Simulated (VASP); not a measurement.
Ge:

```
CELL_PARAMETERS angstrom
2.74258 0.00000 0.00000
0.00000 2.74258 0.00000
0.00000 0.00000 2.65585
ATOMIC_POSITIONS crystal
Ge 0.00000 0.00000 0.50000
```

The cell was built from a structure type or drawn by symmetry, and may not be a known phase.

```yaml
Program: VASP 6.6.1
Task: relaxation of cell and atoms
Functional: PBE
Potentials_or_basis: VASP PAW PBE potentials, release 64 (Ge_d)
Cutoff: 600 eV
k_mesh: 20 × 20 × 20
Occupations: gaussian, width 0.1 eV
Spin: no spin polarisation
```

At the start: pressure -0.1 GPa; volume 19.98 Å³/atom.

Question: How do energy, volume and symmetry change on relaxing?

Answer: Over 8 steps the energy falls by 3.9 meV/atom and the volume is 19.94 Å³/atom (-0.2 %); space group Pm-3m (No. 221, to 0.1 Å) before and after.

Step by step:
```csv
step,energy change (eV),largest force (eV/Å),pressure (GPa),volume (Å³)
1,0.0000,0.0000,-0.14,19.98
2,-0.0030,0.0000,0.19,19.92
3,-0.0039,0.0000,0.29,19.88
4,-0.0039,0.0000,0.19,19.88
5,-0.0039,0.0000,0.21,19.87
6,-0.0039,0.0000,0.28,19.87
7,-0.0039,0.0000,-0.31,19.99
8,-0.0039,0.0000,0.06,19.94
```

Final structure:
```yaml
crystal:
  lattice:
    - [2.71119, 0.00000, 0.00000]
    - [0.00000, 2.71119, 0.00000]
    - [0.00000, 0.00000, 2.71282]
  atoms:
    - { symbol: Ge, position: [0.00000, 0.00000, 0.50000] }
```
